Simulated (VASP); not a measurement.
Here is a VASP 6.6.1 calculation.

INCAR

```
SYSTEM = NaI
ALGO     = Normal         ! electronic algorithm
EDIFF    = 1E-7           ! SCF threshold, eV
ENCUT    = 520            ! plane-wave cutoff, eV
GGA      = PS             ! functional
ISIF     = 2              ! what is computed and relaxed
ISMEAR   = 0              ! smearing method
LASPH    = .True.         ! aspherical terms in the spheres
LCHARG   = .False.        ! write CHGCAR
LREAL    = .False.        ! projectors in reciprocal space
LWAVE    = .False.        ! write WAVECAR
NBANDS   = 14             ! bands
NELM     = 60             ! most SCF steps
PREC     = Accurate       ! precision mode
SIGMA    = 0.05           ! smearing width, eV
```

The input KPOINTS:

```
k-points
0
Gamma
  6 6 6
  0 0 0
```

POSCAR

```
NaI
1.0
    0.0000000000      3.2364000000      3.2364000000
    3.2364000000      0.0000000000      3.2364000000
    3.2364000000      3.2364000000      0.0000000000
Na I
1 1
Direct
    0.0000000000      0.0000000000      0.0000000000
    0.5096557904      0.4903442096      0.5096557904
```

Potentials or basis: VASP PAW PBE potentials, release 64 (Na_pv, I).

Run with:

```console
$ cat potpaw_PBE.64/Na_pv/POTCAR potpaw_PBE.64/I/POTCAR > POTCAR
$ mpirun -np 1 vasp_std > vasp.out
```

Q: What does it give for the largest force?

A: 0.054 eV/Å.

Q: What does it give for the pressure?

A: -0.5 GPa.

Q: What does it give for the band gap on the k mesh?

A: 3.51 eV, direct.

Forces in eV/Å, atoms in the order of the input:
```
Na   0.000  0.054  0.000
I    0.000 -0.054  0.000
```

Caveat: the cell differs from its parent crystal (all I atoms moved +0.062 Å, as atom 2 along Cartesian [0 1 0]); the PAW data sets were made with another functional, which shifts forces and pressure a little; spin-orbit coupling is left out, which moves the levels of the heavy elements.
